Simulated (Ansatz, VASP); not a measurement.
# One calculation of Si3Sn, two programs

```
Si Sn
1.0
     4.20121    0.00000    0.00000
     0.00000    4.20121    0.00000
     0.00000    0.00000    4.20121
Si Sn
3 1
Direct
  0.00000 0.50000 0.50000
  0.50000 0.00000 0.50000
  0.50000 0.50000 0.00000
  0.00000 0.00000 0.00000
```

Alike in both runs: functional PBE; k mesh 12 × 12 × 12; occupations fermi-dirac, width 0.15 eV; no spin polarisation.

Ansatz relaxed the structure, and its values are those at the end. VASP's run is a single point on that final structure, the one shown.

|  | VASP | Ansatz |
| --- | --- | --- |
| version | VASP 6.6.1 | Ansatz 0.2.0 |
| potentials or method | VASP PAW PBE potentials, release 64 (Si, Sn_d), cutoff 500 eV | scalar-relativistic, plane waves, PAW |
| valence electrons in the cell | 26 | 26 |

Ansatz gave:

```
gap on the k mesh at the Fermi level (eV) : none
pressure (GPa)                            : 0.0
```

Estimate VASP's values.

gap on the k mesh at the Fermi level (eV): none; pressure (GPa): -0.1.

A gap of «none» marks a metal or a gap that the smearing closes.
